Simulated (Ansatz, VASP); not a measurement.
## One calculation of Co, two programs

File INCAR:

```
  PREC = Accurate
  ENCUT = 520
  EDIFF = 1E-6
  ISMEAR = -1
  SIGMA = 0.05
  LREAL = False
  LASPH = True
  NELM = 150
  ALGO = Normal
  ISIF = 2
  LWAVE = False
  LCHARG = False
  ISPIN = 2
  MAGMOM = -1.79 -1.79
  LORBIT = 11
  LMAXMIX = 4
  GGA = RP
  NBANDS = 20
```

File KPOINTS:

```
regular mesh
0
Gamma
  12 12 12
```

The input POSCAR:

```
Co
1.0
    0.0000000000      2.6684655751      2.6684655751
    2.6684655751      0.0000000000      2.6684655751
    2.6684655751      2.6684655751      0.0000000000
Co
2
Direct
    0.1250000000      0.1250000000      0.1250000000
    0.8750000000      0.8750000000      0.8750000000
```

Input for Ansatz:

```yaml
crystal:
  lattice:
    - [0.0, 2.6684655751, 2.6684655751]
    - [2.6684655751, 0.0, 2.6684655751]
    - [2.6684655751, 2.6684655751, 0.0]
  atoms:
    - { symbol: Co, position: [0.125, 0.125, 0.125], spin: -1.79 }
    - { symbol: Co, position: [0.875, 0.875, 0.875], spin: -1.79 }
hamiltonian:
  xc: rpbe
  pseudopotentials:
    kind: paw
    azcp:
      Co: "pseudopotentials/Co.paw.azcp"
basis:
  ecutwfc: 420
  fft_grid_basis: typed
kpoints:
  mp_grid: { grid: [12, 12, 12], shift: [0, 0, 0] }
magnetization:
  spin_polarized: true
scf:
  occupations: { method: fermi_dirac, width: 0.05 }
  lower_state_search: "off"
output:
  stress: true
```

Alike in both runs: task single point; functional RPBE; k mesh 12 × 12 × 12; occupations fermi-dirac, width 0.05 eV; collinear spin.

|  | VASP | Ansatz |
| --- | --- | --- |
| version | VASP 6.6.1 | Ansatz 0.2.0 |
| potentials or method | VASP PAW PBE potentials, release 64 (Co), cutoff 520 eV | plane waves (420 eV) with PAW, scalar-relativistic |
| valence electrons in the cell | 18 | 34 |

VASP gave:

| Property | Result |
| --- | --- |
| pressure (GPa) | -8.0 |
| net moment per atom (μB) | 1.78 |
| size of the moment on the site where the two differ most (μB) | 1.81 |

**Question.** Estimate Ansatz's values.

**Answer.** Pressure (GPa): -7.9; net moment per atom (μB): 1.79; size of the moment on the site where the two differ most (μB): 1.86.

VASP's potentials were made for PBE, not for RPBE. Site moments also hang on the region over which each program counts them. VASP's potentials hold 18 valence electrons a cell and Ansatz's 34, so a difference there can come from the potentials and not from the codes.
